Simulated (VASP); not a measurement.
# Ti12H (a cell with a defect) in VASP: single point with PBE+D3(BJ)

Aim: the single point of Ti12H (a cell with a defect) with PBE+D3(BJ).

Program: VASP 6.6.1. These are calculated values, not measurements. Logs are shortened: lines on timing, memory, paths and dates and some standing lists are left out, and cuts for length are marked.

## Step 1: The cell of the first run

The cell holds a defect, 13 atoms: a = 5.900 Å, b = 8.850 Å, c = 4.685 Å, α = 90.00°, β = 90.00°, γ = 120.00°.

## Step 2: Single point, PBE+D3(BJ)

Input file INCAR:

```
  PREC = Accurate
  ENCUT = 520
  EDIFF = 1E-7
  ISMEAR = 0
  SIGMA = 0.05
  LREAL = F
  LASPH = T
  NELM = 80
  ALGO = Normal
  ISIF = 2
  LWAVE = F
  LCHARG = T
  GGA = PE
  IVDW = 12
  LELF = T
  LVHAR = T
  NBANDS = 84
```

Input file KPOINTS:

```
regular mesh
0
Gamma
  3 2 4
```

Input file POSCAR:

```
Ti12H
1.0
    5.9000000000      0.0000000000      0.0000000000
   -4.4250000000      7.6643250000      0.0000000000
    0.0000000000      0.0000000000      4.6846000000
Ti H
12 1
Direct
    0.0021474072      0.0021999328      0.0073227170
    0.1646370930      0.2183032426      0.5022181189
    0.0112186641      0.3287057895      0.0041316228
    0.1719876161      0.5589346746      0.4959772446
    0.0062937170      0.6763251819      0.0011983947
    0.1666720656      0.8909704377      0.5016374931
    0.4985874269     -0.0010773291      0.0023602869
    0.6652426861      0.2171165758      0.4962652094
    0.4868677155      0.3278774060      0.0022337019
    0.6602379099      0.5573612810      0.4935215387
    0.5026445878      0.6698944786     -0.0018682492
    0.6664753068      0.8885998441      0.4985445929
    0.8315752000      0.4446482893      0.6261729924
```

Potentials or basis: VASP PAW PBE potentials, release 64 (Ti_sv, H).

Command:

```bash
> cat potpaw_PBE.64/Ti_sv/POTCAR potpaw_PBE.64/H/POTCAR > POTCAR
> mpirun -np 1 vasp_std > vasp.out
```

OUTCAR:

```text
PREC = Accurate
   ENCUT = 520
   EDIFF = 1E-7
   ISMEAR = 0
   LREAL = F
   LASPH = T
   NELM = 80
   ISIF = 2
   GGA = PE
   IVDW = 12
 IVDW          = 12

 ion  position               nearest neighbor table
   1  0.002  0.002  0.007-   2 2.85   3 2.86   6 2.87  12 2.87   9 2.87   2 2.89   5 2.90   6 2.91

   2  0.165  0.218  0.502-   3 2.85   1 2.85   3 2.86   9 2.86   9 2.86   1 2.89   6 2.90
   3  0.011  0.329  0.004-   9 2.81   2 2.85   2 2.86   1 2.86   4 2.90   8 2.91
   4  0.172  0.559  0.496-  13 1.84  11 2.88  10 2.89  11 2.90   5 2.90   3 2.90  12 2.92
   5  0.006  0.676  0.001-   6 2.86   6 2.86   7 2.88   1 2.90   4 2.90  10 2.91
   6  0.167  0.891  0.502-   5 2.86   5 2.86   1 2.87   7 2.89   7 2.89   2 2.90   1 2.91   8 2.91

   7  0.499  0.999  0.002-   8 2.85   5 2.88  12 2.88   6 2.89   6 2.89   8 2.90  12 2.91
   8  0.665  0.217  0.496-  13 1.85   7 2.85   7 2.90   3 2.91   9 2.91  12 2.91   6 2.91
   9  0.487  0.328  0.002-   3 2.81   2 2.86   2 2.86   1 2.87  10 2.90   8 2.91
  10  0.660  0.557  0.494-  13 1.85  11 2.86   4 2.89  11 2.89   9 2.90   5 2.91  12 2.91
  11  0.503  0.670  0.998-  10 2.86  12 2.88   4 2.88  12 2.88  10 2.89   4 2.90
  12  0.666  0.889  0.499-   1 2.87  11 2.88   7 2.88  11 2.88   7 2.91   8 2.91  10 2.91   4 2.92

  13  0.832  0.445  0.626-   4 1.84  10 1.85   8 1.85

  LATTYP: Found a simple monoclinic cell.
 ALAT       =     5.9000000000
 B/A-ratio  =     0.7940000000
 C/A-ratio  =     1.3228756849
 COS(beta)  =    -0.1889822323

  Lattice vectors:

 A1 = (   5.9000000000,   0.0000000000,   0.0000000000)
 A2 = (   0.0000000000,   0.0000000000,   4.6846000000)
 A3 = (  -1.4750000000,  -7.6643250000,   0.0000000000)

Analysis of symmetry for initial positions (statically):
=====================================================================
 Subroutine PRICEL returns:
 Original cell was already a primitive cell.

 Routine SETGRP: Setting up the symmetry group for a
 simple monoclinic supercell.

 Subroutine GETGRP returns: Found  1 space group operations
 (whereof  1 operations were pure point group operations)
 out of a pool of  4 trial point group operations.

The static configuration has the point symmetry C_1 .

Analysis of symmetry for dynamics (positions and initial velocities):
=====================================================================
 Subroutine PRICEL returns:
 Original cell was already a primitive cell.

 Routine SETGRP: Setting up the symmetry group for a
 simple monoclinic supercell.

 Subroutine GETGRP returns: Found  1 space group operations
 (whereof  1 operations were pure point group operations)
 out of a pool of  4 trial point group operations.

The dynamic configuration has the point symmetry C_1 .

 Subroutine INISYM returns: Found  1 space group operations
 (whereof  1 operations are pure point group operations),
 and found     1 'primitive' translations

----------------------------------------------------------------------------------------

                                     Primitive cell

  volume of cell :     211.8354

  direct lattice vectors                    reciprocal lattice vectors
     5.900000000  0.000000000  0.000000000     0.169491525  0.097855976  0.000000000
    -4.425000000  7.664325000  0.000000000     0.000000000  0.130474634  0.000000000
     0.000000000  0.000000000  4.684600000     0.000000000  0.000000000  0.213465397

  length of vectors
     5.900000000  8.850000153  4.684600000     0.195711955  0.130474634  0.213465397

  position of ions in fractional coordinates (direct lattice)
     0.002147407  0.002199933  0.007322717
     0.164637093  0.218303243  0.502218119
     0.011218664  0.328705789  0.004131623
     0.171987616  0.558934675  0.495977245
     0.006293717  0.676325182  0.001198395
     0.166672066  0.890970438  0.501637493
     0.498587427  0.998922671  0.002360287
     0.665242686  0.217116576  0.496265209
     0.486867715  0.327877406  0.002233702
     0.660237910  0.557361281  0.493521539
     0.502644588  0.669894479  0.998131751
     0.666475307  0.888599844  0.498544593
     0.831575200  0.444648289  0.626172992

  ion indices of the primitive-cell ions
   primitive index   ion index
                 1           1
                 2           2
                 3           3
                 4           4
                 5           5
                 6           6
                 7           7
                 8           8
                 9           9
                10          10
                11          11
                12          12
                13          13

----------------------------------------------------------------------------------------

 KPOINTS: regular mesh

Automatic generation of k-mesh.
 Grid dimensions read from file:
 generate k-points for:    3    2    4

 Generating k-lattice:

  Cartesian coordinates                     Fractional coordinates (reciprocal lattice)
     0.056497175  0.032618659  0.000000000     0.333333333  0.000000000  0.000000000
     0.000000000  0.065237317  0.000000000     0.000000000  0.500000000  0.000000000
     0.000000000  0.000000000  0.053366349     0.000000000  0.000000000  0.250000000

  Length of vectors
     0.065237318  0.065237317  0.053366349

  Shift w.r.t. Gamma in fractional coordinates (k-lattice)
     0.000000000  0.000000000  0.000000000

 -----------------------------------------------------------------------------
|                                                                             |
|           W    W    AA    RRRRR   N    N  II  N    N   GGGG   !!!           |
|           W    W   A  A   R    R  NN   N  II  NN   N  G    G  !!!           |
|           W    W  A    A  R    R  N N  N  II  N N  N  G       !!!           |
|           W WW W  AAAAAA  RRRRR   N  N N  II  N  N N  G  GGG   !            |
|           WW  WW  A    A  R   R   N   NN  II  N   NN  G    G                |
|           W    W  A    A  R    R  N    N  II  N    N   GGGG   !!!           |
|                                                                             |
|     Your reciprocal lattice and k-lattice belong to different lattice       |
|     classes:                                                                |
|                                                                             |
|        The reciprocal lattice is simple monoclinic,                         |
|        whereas your k-lattice is hexagonal.                                 |
|                                                                             |
|     Results are often still useful ...                                      |
|                                                                             |
 -----------------------------------------------------------------------------

 Subroutine IBZKPT returns following result:
 ===========================================

 Found     14 irreducible k-points:

 Following reciprocal coordinates:
            Coordinates               Weight
  0.000000  0.000000  0.000000      1.000000
  0.333333 -0.000000  0.000000      2.000000
  0.000000  0.500000  0.000000      1.000000
  0.333333  0.500000  0.000000      2.000000
  0.000000  0.000000  0.250000      2.000000
  0.333333 -0.000000  0.250000      2.000000
 -0.333333  0.000000  0.250000      2.000000
  0.000000  0.500000  0.250000      2.000000
  0.333333  0.500000  0.250000      2.000000
 -0.333333  0.500000  0.250000      2.000000
  0.000000  0.000000  0.500000      1.000000
  0.333333 -0.000000  0.500000      2.000000
  0.000000  0.500000  0.500000      1.000000
  0.333333  0.500000  0.500000      2.000000
   k-points           NKPTS =     14   k-points in BZ     NKDIM =     14   number of bands    NBANDS=     84
   number of dos      NEDOS =    301   number of ions     NIONS =     13
   total plane-waves  NPLWV = 120960
   dimension x,y,z NGX =    48 NGY =   70 NGZ =   36
   dimension x,y,z NGXF=    96 NGYF=  140 NGZF=   72
   ions per type =              12   1
   NGX,Y,Z   is equivalent  to a cutoff of  13.53, 13.15, 12.78 a.u.
   NGXF,Y,Z  is equivalent  to a cutoff of  27.05, 26.30, 25.55 a.u.
 SYSTEM =  unknown system
   PREC   = accura    normal or accurate (medium, high low for compatibility)
   ISTART =      0    job   : 0-new  1-cont  2-samecut
   ICHARG =      2    charge: 1-file 2-atom 10-const
   ISPIN  =      1    spin polarized calculation?
   LNONCOLLINEAR =      F non collinear calculations
   LSORBIT =      F    spin-orbit coupling
   LASPH  =      T    aspherical Exc in radial PAW
   ENCUT  =  520.0 eV  38.22 Ry    6.18 a.u.  10.97 16.46  8.71*2*pi/ulx,y,z
   NELM   =     80;   NELMIN=  2; NELMDL= -5     # of ELM steps
   EDIFF  = 0.1E-06   stopping-criterion for ELM
   LREAL  =      F    real-space projection
   EDIFFG = 0.1E-05   stopping-criterion for IOM
   NSW    =      0    number of steps for IOM
   IBRION =     -1    ionic relax: 0-MD 1-quasi-New 2-CG
   NFREE  =      0    steps in history (QN), initial steepest desc. (CG)
   ISIF   =      2    stress and relaxation
   ISYM   =      2    0-nonsym 1-usesym 2-fastsym
   POTIM  = 0.5000    time-step for ionic-motion
   TEBEG  =    0.0;   TEEND  =   0.0 temperature during run
   PSTRESS=    0.0 pullay stress
   NELECT =     145.0000    total number of electrons
   NUPDOWN=      -1.0000    fix difference up-down
   EMIN   =  10.00;   EMAX   =-10.00  energy-range for DOS
   EFERMI =   0.00;   METHOD = LEGACY
   ISMEAR =     0;   SIGMA  =   0.05  broadening in eV -4-tet -1-fermi 0-gaus
   EFERMI_NEDOS =   21; number of points for ismear=-14 and -15
   IALGO  =     38    algorithm
   IMIX   =      4    mixing-type and parameters
     AMIX     =   0.40;   BMIX     =  1.00
     AMIX_MAG =   1.60;   BMIX_MAG =  1.00
  volume/ion in A,a.u.               =      16.30       109.96
  Fermi-wavevector in a.u.,A,eV,Ry     =   1.442773  2.726446 28.321806  2.081594
  Thomas-Fermi vector in A             =   2.561256
   LORBIT       =      0    0 simple, 1 ext, 2 COOP (PROOUT), +10 PAW based schemes
   GGA     = PE    functional components
   LHFCALC =     F    Hartree Fock is set to
   AEXX    =    0.0000 exact exchange contribution
   IVDW    =    12    specifies the selected vdW correction
   LEPSILON=     F    determine dielectric tensor
   LRPA    =     F    only Hartree local field effects (RPA)
 non-spin polarized calculation
 Gauss-broadening in eV      SIGMA  =   0.05
  energy-cutoff  :      520.00
  volume of cell :      211.84
 maximum number of plane-waves:      5706
 NGX is ok and might be reduce to    48
   NGX = 21   NGY = 33   NGZ = 17

 number of electron     145.0000003 magnetization

 Free energy of the ion-electron system (eV)
  ---------------------------------------------------
  ext. energy  EPLUGINS =         0.00000000
  ---------------------------------------------------
  free energy    TOTEN  =       -97.44997089 eV

  energy without entropy =      -97.43485561  energy(sigma->0) =      -97.44241325

 E-fermi :   8.2615     XC(G=0): -11.4691

 val. band max:        8.2544463367   @ k =   0.3333  -0.0000   0.2500
 cond. band min:       8.2747143738   @ k =   0.0000   0.0000   0.5000
 fundamental gap:      0.0202680371
 Fermi energy:         8.2614968210

 k-point     1 :       0.0000    0.0000    0.0000
  band No.  band energies     occupation
      1     -48.6356      2.00000
      2     -48.5887      2.00000
      3     -48.5479      2.00000
      4     -48.5387      2.00000
      5     -48.5148      2.00000
      6     -48.4991      2.00000
[... 1207 lines left out ...]
     83       8.7280      0.00000
     84       8.7699      0.00000

------------------------ aborting loop because EDIFF is reached ----------------------------------------

 Edisp (eV)   -7.28580

 E8    (eV) :    -3.4274

  FORCE on cell =-STRESS in cart. coord.  units (eV):
  Direction    XX          YY          ZZ          XY          YZ          ZX
  --------------------------------------------------------------------------------------
  -------------------------------------------------------------------------------------
  Total      -8.45336    -7.79084    -7.80127    -0.11489    -0.02130     0.14186
  in kB     -63.93543   -58.92457   -59.00349    -0.86896    -0.16112     1.07294
  external pressure =      -60.62 kB  Pullay stress =        0.00 kB

 VOLUME and BASIS-vectors are now :
 -----------------------------------------------------------------------------
  energy-cutoff  :      520.00
  volume of cell :      211.84
      direct lattice vectors                 reciprocal lattice vectors
     5.900000000  0.000000000  0.000000000     0.169491525  0.097855976  0.000000000
    -4.425000000  7.664325000  0.000000000     0.000000000  0.130474634  0.000000000
     0.000000000  0.000000000  4.684600000     0.000000000  0.000000000  0.213465397

 POSITION                                       TOTAL-FORCE (eV/Angst)
 -----------------------------------------------------------------------------------
      0.00293      0.01686      0.03430         0.002844     -0.005086     -0.022074
      0.00537      1.67315      2.35269         0.004315      0.000100     -0.038263
     -1.38833      2.51931      0.01936        -0.006745      0.007293     -0.033030
     -1.45856      4.28386      2.32346         0.031016      0.015803     -0.117962
     -2.95561      5.18358      0.00561         0.001864     -0.025494     -0.048073
     -2.95918      6.82869      2.34997         0.001417     -0.001085     -0.051395
     -1.47857      7.65607      0.01106         0.005866      0.003941     -0.036738
      2.96419      1.66405      2.32480        -0.005686      0.009554     -0.074461
      1.42166      2.51296      0.01046        -0.004077     -0.003143     -0.005116
      1.42908      4.27180      2.31195         0.001324      0.003083     -0.096581
      0.00132      5.13429      4.67585        -0.002103      0.000811     -0.070263
      0.00015      6.81052      2.33548        -0.003141      0.001926     -0.071182
      2.93872      3.40793      2.93337        -0.026893     -0.007703      0.665137
 -----------------------------------------------------------------------------------
    total drift:                               -0.000032     -0.000097      0.000098

  FREE ENERGIE OF THE ION-ELECTRON SYSTEM (eV)
  ---------------------------------------------------
  free  energy   TOTEN  =      -104.7357700875 eV

  energy  without entropy=     -104.7206548101  energy(sigma->0) =     -104.72821245
```

Run time: 14 min. Hardware: 1 thread of Oxide Virtual Turin-like, shared host; peak memory 0.4 GiB.

What came out:

* Free energy: -104.7358 eV
* Pressure: -6.1 GPa
* Largest force: 0.666 eV/Å
* Band gap on the k mesh: zero (an odd number of electrons rules out a gap without spin polarisation)
* Dispersion energy per atom: -0.560 eV

Forces in eV/Å, atoms in the order of the input:
```
Ti   0.003 -0.005 -0.022
Ti   0.004  0.000 -0.038
Ti  -0.007  0.007 -0.033
Ti   0.031  0.016 -0.118
Ti   0.002 -0.025 -0.048
Ti   0.001 -0.001 -0.051
Ti   0.006  0.004 -0.037
Ti  -0.006  0.010 -0.074
Ti  -0.004 -0.003 -0.005
Ti   0.001  0.003 -0.097
Ti  -0.002  0.001 -0.070
Ti  -0.003  0.002 -0.071
H   -0.027 -0.008  0.665
```

Stress tensor (GPa, compression positive):
```
-6.39 -0.09  0.11
-0.09 -5.89 -0.02
 0.11 -0.02 -5.90
```

Levels at points of the mesh, in eV from the Fermi level:
```csv
k point,band 70,band 71,band 72,band 73,band 74,band 75
"(0.00, 0.00, 0.00)",-0.59,0.10,0.31,0.38,0.46,0.55
"(0.00, 0.50, 0.00)",-0.34,-0.15,-0.04,0.11,0.32,0.41
"(0.00, 0.00, 0.50)",-0.58,-0.36,-0.04,0.01,0.10,0.12
"(0.00, 0.50, 0.50)",-0.38,-0.35,-0.30,-0.17,0.05,0.10
```

Caveat: the k points lie up to 0.41 Å⁻¹ apart, too coarse for converged energies and pressures of a metal.

The gap in the log of VASP goes by the Fermi energy; the results here count the filled bands.